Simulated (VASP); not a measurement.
SnTe, 2 atoms in the cell. It takes space group Fm-3m (No. 225, cubic). Conventional cell: a = 6.219 Å, b = 6.219 Å, c = 6.219 Å, α = 90.00°, β = 90.00°, γ = 90.00°. Within 4.1 Å of Sn (site symmetry m-3m) lie 6 Te at 3.11 Å. Te (site symmetry m-3m) has 6 Sn at 3.11 Å within 4.1 Å.  This cell differs from its parent crystal: strain -2.5%.

```yaml
Program: VASP 6.6.1
Task: single point
Functional: r2SCAN
Potentials_or_basis: VASP PAW PBE potentials, release 64 (Sn_d, Te)
Cutoff: 520 eV
k_mesh: 8 × 8 × 8
Occupations: fermi-dirac, width 0.02 eV
Spin: no spin polarisation
Dipole_correction: no
Further_INCAR_settings: ALGO = Normal; EDIFF = 1e-07; NBANDS = 17
```

Potentials or basis: VASP PAW PBE potentials, release 64 (Sn_d, Te).

Run with:

```console
$ cat potpaw_PBE.64/Sn_d/POTCAR potpaw_PBE.64/Te/POTCAR > POTCAR
$ cp INCAR.step1 INCAR
$ mpirun -np 1 vasp_std > vasp.out
$ cp INCAR.step2 INCAR
$ mpirun -np 1 vasp_std > vasp.out
```

Hardware: 1 thread of Intel(R) Xeon(R) Platinum 8559C (Emerald Rapids), with other jobs on the host.

Estimate the wall time of this run.

Wall time 110 s on 1 thread of Intel(R) Xeon(R) Platinum 8559C (Emerald Rapids), with other jobs on the host, peak memory 0.22 GiB. Counts: k points 29.
